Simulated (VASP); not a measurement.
Runs of VASP 6.6.1 on CuRe2. The structure is that of space group P6/mmm (No. 191), or close to it. The cells are those of the table. 

```csv
task,cell,k mesh,cutoff (eV),gap on the mesh (eV),pressure (GPa),relaxed volume (Å³/atom)
single point,"a = 4.368, b = 4.368, c = 2.666 Å, angles 90.0, 90.0, 120.0°, 3 atoms",6 × 6 × 6,520,none,(a),-
single point,"a = 4.478, b = 4.478, c = 2.532 Å, angles 90.0, 90.0, 120.0°, 3 atoms",12 × 12 × 18,520,none,-0.9,-
relaxation of cell and atoms,"relaxed from a = 3.980, b = 3.980, c = 2.800 Å, angles 90.0, 90.0, 120.0°, 3 atoms",6 × 6 × 6,600,none,-0.1,14.73
relaxation of cell and atoms,"relaxed from a = 4.368, b = 4.368, c = 2.666 Å, angles 90.0, 90.0, 120.0°, 3 atoms",12 × 12 × 18,600,none,0.0,14.73
```

Alike in all rows: level PBE; potentials or basis VASP PAW PBE potentials, release 64 (Cu, Re); no spin polarisation; smearing gaussian 0.1 eV.

**Question.** Fill in the values left out.

**Answer.** (a) -0.4.

Caveats: some runs use coarse meshes; spin-orbit coupling is left out, which moves the levels of the heavy elements; the volume moved by over 15 % at a fixed basis, so the end points are rough (at least some runs).

A k mesh can miss the band edges, and the runs leave out spin-orbit coupling on Re.

A gap of «none» marks levels without a gap at the run's occupations.
